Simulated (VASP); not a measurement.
# AgCl (Pm-3m) in VASP: settings compared, part 2 of 2

VASP 6.6.1.

### Step 3. Single point, B3LYP

POSCAR

```
AgCl
1.0
    3.4339730000      0.0000000000      0.0000000000
    0.0000000000      3.4339730000      0.0000000000
    0.0000000000      0.0000000000      3.4339730000
Ag Cl
1 1
Direct
    0.0000000000      0.0000000000      0.0000000000
    0.5000000000      0.5000000000      0.5000000000
```

INCAR.step1

```
SYSTEM = AgCl
  PREC = Accurate
  ENCUT = 400
  EDIFF = 1E-5
  ISMEAR = -1
  SIGMA = 0.3
  LREAL = .False.
  LASPH = .True.
  NELM = 120
  ALGO = Normal
  ISIF = 2
  LWAVE = .True.
  LCHARG = .False.
  NBANDS = 16
  GGA = PE
  GGA_COMPAT = .False.
```

INCAR.step2

```
SYSTEM = AgCl
  PREC = Accurate
  ENCUT = 400
  EDIFF = 1E-6
  ISMEAR = -1
  SIGMA = 0.3
  LREAL = .False.
  LASPH = .True.
  NELM = 120
  ALGO = Normal
  ISIF = 2
  LWAVE = .False.
  LCHARG = .False.
  GGA = B3
  LHFCALC = .True.
  AEXX = 0.2
  AGGAX = 0.72
  AGGAC = 0.81
  ALDAC = 0.19
  PRECFOCK = Normal
  NBANDS = 16
  ISTART = 1
  GGA_COMPAT = .False.
```

KPOINTS

```
Automatic mesh
0
Gamma
  2 2 2
  0 0 0
```

Potentials or basis: VASP PAW PBE potentials, release 64 (Ag, Cl).

Started as:

```sh
$ cat potpaw_PBE.64/Ag/POTCAR potpaw_PBE.64/Cl/POTCAR > POTCAR
$ cp INCAR.step1 INCAR
$ mpirun -np 1 vasp_std > vasp.out
$ cp INCAR.step2 INCAR
$ mpirun -np 1 vasp_std > vasp.out
```

OUTCAR:

```text
SYSTEM = AgCl
   PREC = Accurate
   ENCUT = 400
   EDIFF = 1E-6
   ISMEAR = -1
   LREAL = .False.
   LASPH = .True.
   NELM = 120
   ISIF = 2
   GGA = B3
   LHFCALC = .True.
   AEXX = 0.2
   PRECFOCK = Normal
   ISTART = 1

 ion  position               nearest neighbor table
   1  0.000  0.000  0.000-   2 2.97   2 2.97   2 2.97   2 2.97   2 2.97   2 2.97   2 2.97   2 2.97

   2  0.500  0.500  0.500-   1 2.97   1 2.97   1 2.97   1 2.97   1 2.97   1 2.97   1 2.97   1 2.97

  LATTYP: Found a simple cubic cell.
 ALAT       =     3.4339730000

  Lattice vectors:

 A1 = (   3.4339730000,   0.0000000000,   0.0000000000)
 A2 = (   0.0000000000,   3.4339730000,   0.0000000000)
 A3 = (   0.0000000000,   0.0000000000,   3.4339730000)

Analysis of symmetry for initial positions (statically):
=====================================================================
 Subroutine PRICEL returns:
 Original cell was already a primitive cell.

 Routine SETGRP: Setting up the symmetry group for a
 simple cubic supercell.

 Subroutine GETGRP returns: Found 48 space group operations
 (whereof 48 operations were pure point group operations)
[... 148 lines left out ...]

  energy without entropy =       -5.25883690  energy(sigma->0) =       -5.28040170

 E-fermi :   4.5622     XC(G=0):  -8.2742

 val. band max:        3.1213872951   @ k =   0.5000   0.0000   0.0000
 cond. band min:       5.3995636901   @ k =   0.0000   0.0000   0.0000
 fundamental gap:      2.2781763950
 Fermi energy:         4.5622258444

 k-point     1 :       0.0000    0.0000    0.0000
  band No.  band energies     occupation
      1     -12.1383      2.00000
      2      -0.3546      2.00000
      3      -0.3546      2.00000
      4       0.5197      2.00000
      5       0.5197      2.00000
      6       0.5197      2.00000
[... 53 lines left out ...]
      3      -1.6352      2.00000
      4      -1.6352      2.00000
      5       0.8794      1.99999
      6       0.8794      1.99999
[... 8 lines left out ...]
     15      22.9490      0.00000
     16      22.9490      0.00000

------------------------ aborting loop because EDIFF is reached ----------------------------------------

  FORCE on cell =-STRESS in cart. coord.  units (eV):
  Direction    XX          YY          ZZ          XY          YZ          ZX
  --------------------------------------------------------------------------------------
  -------------------------------------------------------------------------------------
  Total        2.0875188      2.0875188      2.0875188      0.0000000     -0.0000000     -0.0000000
  in kB       82.5943508     82.5943508     82.5943508      0.0000000     -0.0000000     -0.0000000
  external PRESSURE =      82.5943508 kB  Pullay stress =       0.0000000 kB

 VOLUME and BASIS-vectors are now :
 -----------------------------------------------------------------------------
  energy-cutoff  :      400.00
  volume of cell :       40.49
      direct lattice vectors                 reciprocal lattice vectors
     3.433973000  0.000000000  0.000000000     0.291207881  0.000000000  0.000000000
     0.000000000  3.433973000  0.000000000     0.000000000  0.291207881  0.000000000
     0.000000000  0.000000000  3.433973000     0.000000000  0.000000000  0.291207881

 POSITION                                       TOTAL-FORCE (eV/Angst)
 -----------------------------------------------------------------------------------
      0.00000      0.00000      0.00000         0.000000      0.000000      0.000000
      1.71699      1.71699      1.71699         0.000000      0.000000      0.000000
 -----------------------------------------------------------------------------------
    total drift:                               -0.000004      0.000015     -0.000010

  FREE ENERGIE OF THE ION-ELECTRON SYSTEM (eV)
  ---------------------------------------------------
  free  energy   TOTEN  =        -5.3019665028 eV

  energy  without entropy=       -5.2588368954  energy(sigma->0) =       -5.28040170
```

OUTCAR.step1:

```text
SYSTEM = AgCl
   PREC = Accurate
   ENCUT = 400
   EDIFF = 1E-5
   ISMEAR = -1
   LREAL = .False.
[... 276 lines left out ...]
      0.00000      0.00000      0.00000         0.000000      0.000000      0.000000
      1.71699      1.71699      1.71699         0.000000      0.000000      0.000000
 -----------------------------------------------------------------------------------
    total drift:                                0.000000      0.000000     -0.000000

  FREE ENERGIE OF THE ION-ELECTRON SYSTEM (eV)
  ---------------------------------------------------
  free  energy   TOTEN  =        -4.3152456648 eV

  energy  without entropy=       -4.0766073684  energy(sigma->0) =       -4.19592652
```

OSZICAR.step1:

```text
N       E                     dE             d eps       ncg     rms          rms(c)
DAV:   1     0.856170708037E+02    0.85617E+02   -0.77231E+03   136   0.834E+02
DAV:   2    -0.207924194427E+01   -0.87696E+02   -0.79523E+02   152   0.200E+02
DAV:   3    -0.481792899788E+01   -0.27387E+01   -0.27312E+01   160   0.366E+01
DAV:   4    -0.483419843492E+01   -0.16269E-01   -0.16268E-01   168   0.309E+00
DAV:   5    -0.483439085902E+01   -0.19242E-03   -0.19242E-03   144   0.314E-01    0.678E+00
DAV:   6    -0.433900684823E+01    0.49538E+00   -0.89595E-01   136   0.101E+01    0.464E+00
DAV:   7    -0.431974918161E+01    0.19258E-01   -0.12506E-01   144   0.247E+00    0.230E+00
DAV:   8    -0.431552610478E+01    0.42231E-02   -0.48292E-03   128   0.660E-01    0.664E-01
DAV:   9    -0.431521244284E+01    0.31366E-03   -0.69976E-04   128   0.248E-01    0.707E-02
DAV:  10    -0.431523418942E+01   -0.21747E-04   -0.55471E-05   152   0.627E-02    0.285E-02
DAV:  11    -0.431524550419E+01   -0.11315E-04   -0.11033E-05    88   0.298E-02    0.566E-03
DAV:  12    -0.431524566481E+01   -0.16063E-06   -0.11505E-06    64   0.112E-02
   1 F= -.43152457E+01 E0= -.41959265E+01  d E =-.238638E+00
```

It took 30 s on 1 thread of AMD EPYC 7R43 (Zen 3), shared host; peak memory 0.1 GiB.

Results:

```yaml
Free_energy: -5.3020 eV
Pressure: 8.3 GPa
Band_gap_on_the_k_mesh: 2.28 eV (least direct gap 3.63 eV)
```

Caveat: the k points lie up to 0.91 Å⁻¹ apart; the PAW data sets were made with another functional, which shifts forces and pressure a little. A k mesh can miss the band edges.

### Step 4. Single point, HSE06

POSCAR is that of step 3.

INCAR.step1

```
SYSTEM = AgCl
PREC = Accurate
ENCUT = 400
EDIFF = 1E-5
ISMEAR = -1
SIGMA = 0.3
LREAL = .False.
LASPH = .True.
NELM = 120
ALGO = Normal
ISIF = 2
LWAVE = .True.
GGA = PE
NBANDS = 16
GGA_COMPAT = .False.
```

INCAR.step2

```
SYSTEM = AgCl
PREC = Accurate
ENCUT = 400
EDIFF = 1E-6
ISMEAR = -1
SIGMA = 0.3
LREAL = .False.
LASPH = .True.
NELM = 120
ALGO = Normal
ISIF = 2
LWAVE = .False.
LCHARG = .True.
GGA = PE
LHFCALC = .True.
HFSCREEN = 0.2079
PRECFOCK = Normal
LELF = .True.
LVHAR = .True.
ISTART = 1
NBANDS = 16
GGA_COMPAT = .False.
```

KPOINTS is that of step 3.

Started as:

```sh
$ cat potpaw_PBE.64/Ag/POTCAR potpaw_PBE.64/Cl/POTCAR > POTCAR
$ cp INCAR.step1 INCAR
$ mpirun -np 1 vasp_std > vasp.out
$ cp INCAR.step2 INCAR
$ mpirun -np 1 vasp_std > vasp.out
```

Wall time 24 s (1 thread of AMD EPYC 7R43 (Zen 3), shared host); peak memory 0.2 GiB.

It converged, with:

| Quantity | Value |
| --- | --- |
| Free energy | -5.6597 eV |
| Pressure | 5.4 GPa |
| Band gap on the k mesh | 1.96 eV (least direct gap 3.33 eV) |

Levels at points of the mesh, in eV from the valence-band top:
| k point | band 6 | band 7 | band 8 | band 9 | band 10 | band 11 | band 12 | band 13 |
| --- | --- | --- | --- | --- | --- | --- | --- | --- |
| (0.00, 0.00, 0.00) | -2.61 | -1.37 | -1.37 | -1.37 | 1.96 | 10.87 | 10.87 | 15.49 |
| (0.50, 0.00, 0.00) | -2.57 | -2.05 | 0.00 | 0.00 | 6.32 | 7.22 | 10.90 | 11.57 |
| (0.50, 0.50, 0.00) | -2.89 | -2.87 | -2.27 | -0.69 | 4.12 | 10.58 | 10.58 | 12.15 |
| (0.50, 0.50, 0.50) | -2.24 | -0.42 | -0.42 | -0.42 | 6.09 | 6.09 | 6.09 | 8.54 |

Caveat: the k points lie up to 0.91 Å⁻¹ apart; the PAW data sets were made with another functional, which shifts forces and pressure a little. A k mesh can miss the band edges.

### Step 5. The runs side by side

| level | cutoff (eV) | grid for exact exchange (PRECFOCK) | share of exact exchange | screening parameter | gap on the mesh (eV) | pressure (GPa) |
| --- | --- | --- | --- | --- | --- | --- |
| PBE | 500 | - | - | - | - | 7.2 |
| B3LYP | 400 | Normal | 0.2 | - | 2.28 | 8.3 |
| HSE06 | 400 | Normal | 0.25 | 0.2079 1/Å | 1.96 | 5.4 |

Alike in all rows: task single point; potentials or basis VASP PAW PBE potentials, release 64 (Ag, Cl); no spin polarisation; cell as given; k mesh 2 × 2 × 2; smearing fermi-dirac 0.3 eV.

Caveats: all runs use coarse meshes; the PAW data sets were made with another functional, which shifts forces and pressure a little (at least some runs); so wide a smearing shifts energies and pressures (at least some runs).

Absolute energies hang on the potentials; compare differences alone.
